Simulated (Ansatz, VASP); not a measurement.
# ScAl3: VASP beside Ansatz

The input INCAR:

```
SYSTEM = ScAl3
ALGO = Normal ; EDIFF = 1E-6
ENCUT = 520 ; GGA = PE
ISIF = 2 ; ISMEAR = -1
LASPH = .True. ; LCHARG = .True.
LELF = .True. ; LREAL = .False.
LVHAR = .True. ; LWAVE = .False.
NBANDS = 18 ; NELM = 60
PREC = Accurate ; SIGMA = 0.05
```

KPOINTS

```
k-points
0
Gamma
  5 5 6
  0 0 0
```

File POSCAR:

```
ScAl3
1.0
    4.2513188328      0.0000000000      0.0000000000
    0.0000000000      4.2513188328      0.0000000000
    0.0000000000      0.0000000000      4.0878065700
Sc Al
1 3
Direct
    0.0000000000      0.0000000000      0.0000000000
    0.5000000000      0.5000000000      0.0000000000
    0.0000000000      0.5000000000      0.5000000000
    0.5000000000      0.0000000000      0.5000000000
```

The input input.yaml:

```yaml
crystal:
  lattice:
    - [4.2513188328, 0.0, 0.0]
    - [0.0, 4.2513188328, 0.0]
    - [0.0, 0.0, 4.08780657]
  atoms:
    - { symbol: Sc, position: [0.0, 0.0, 0.0] }
    - { symbol: Al, position: [0.5, 0.5, 0.0] }
    - { symbol: Al, position: [0.0, 0.5, 0.5] }
    - { symbol: Al, position: [0.5, 0.0, 0.5] }
hamiltonian:
  xc: pbe
  pseudopotentials: { kind: paw }
kpoints:
  mp_grid: { grid: [5, 5, 6] }
  band_path:
    path:
      - [[0.0, 0.0, 0.0], [0.0, 0.5, 0.0], [0.5, 0.5, 0.0], [0.0, 0.0, 0.0], [0.0, 0.0, 0.5], [0.0, 0.5, 0.5], [0.5, 0.5, 0.5], [0.0, 0.0, 0.5]]
      - [[0.0, 0.5, 0.0], [0.0, 0.5, 0.5]]
      - [[0.5, 0.5, 0.0], [0.5, 0.5, 0.5]]
    npoints: 14
scf:
  occupations: { method: fermi_dirac, width: 0.05 }
  n_extra_bands: 10
output:
  forces: true
  stress: true
  eigenvalues: true
  fatbands: false
```

Alike in both runs: functional PBE; k mesh 5 × 5 × 6; occupations fermi-dirac, width 0.05 eV; no spin polarisation.

|  | VASP | Ansatz |
| --- | --- | --- |
| version | VASP 6.6.1 | Ansatz 0.2.0 |
| potentials or method | VASP PAW PBE potentials, release 64 (Sc_sv, Al) | Ansatz PAW |
| plane-wave cutoff (eV) | 520 | 420 |
| valence electrons in the cell | 20 | 20 |
| task | single point | band structure |

```csv
,VASP,Ansatz,Ansatz less VASP
gap on the k mesh at the Fermi level (eV),none,none,-
pressure (GPa),-4.7,-4.7,-0.02
"traceless stress, the component that is largest in VASP (GPa)",2.93,2.93,-0.006
```

A gap of «none» marks a metal or a gap that the smearing closes. With one functional, cell and mesh, what is left measures potentials, basis and numerics.
